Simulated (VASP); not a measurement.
A run of VASP 6.6.1 is set up as follows.

The input POSCAR:

```
Cu
1.0
    1.2641631806     -2.2292523369      0.0000000000
    1.2641631806      2.2292523369      0.0000000000
    0.0000000000      0.0000000000      4.0713882018
Cu
2
Direct
    0.6645141839      0.3354858161      0.2500000000
    0.3354858161      0.6645141839      0.7500000000
```

Contents of INCAR.step1:

```
SYSTEM = Cu
  PREC = Accurate
  ENCUT = 520
  ISMEAR = 0
  SIGMA = 0.1
  LREAL = .False.
  LASPH = .True.
  NELM = 100
  NBANDS = 18
  GGA = PE
  ALGO = Normal
  EDIFF = 1E-4
  LWAVE = .True.
  LCHARG = .False.
```

The input INCAR.step2:

```
SYSTEM = Cu
  PREC = Accurate
  ENCUT = 520
  EDIFF = 1E-6
  ISMEAR = 0
  SIGMA = 0.1
  LREAL = .False.
  LASPH = .True.
  NELM = 100
  ALGO = Normal
  ISIF = 2
  LWAVE = .False.
  LCHARG = .True.
  METAGGA = R2SCAN
  LMIXTAU = .True.
  LELF = .True.
  LVHAR = .True.
  NBANDS = 18
  ISTART = 1
```

The input KPOINTS:

```
regular mesh
0
Gamma
  8 8 4
  0 0 0
```

Potentials or basis: VASP PAW PBE potentials, release 64 (Cu).

Launch:

```sh
$ cat potpaw_PBE.64/Cu/POTCAR > POTCAR
$ cp INCAR.step1 INCAR
$ mpirun -np 1 vasp_std > vasp.out
$ cp INCAR.step2 INCAR
$ mpirun -np 1 vasp_std > vasp.out
```

Problem. Estimate the pressure.

Solution. 0.6 GPa.

Problem. Estimate the band gap on the k mesh.

Solution. Zero (band 11 reaches 10.97 eV, above the bottom of band 12 at 5.67 eV).

Problem. What does it give for the largest force?

Solution. 0.006 eV/Å.

Stress tensor (GPa, compression positive):
```
0.82 0.00 0.00
0.00 0.61 0.00
0.00 0.00 0.38
```

Caveat: the k points lie up to 0.39 Å⁻¹ apart; the PAW data sets were made with another functional, which shifts forces and pressure a little.
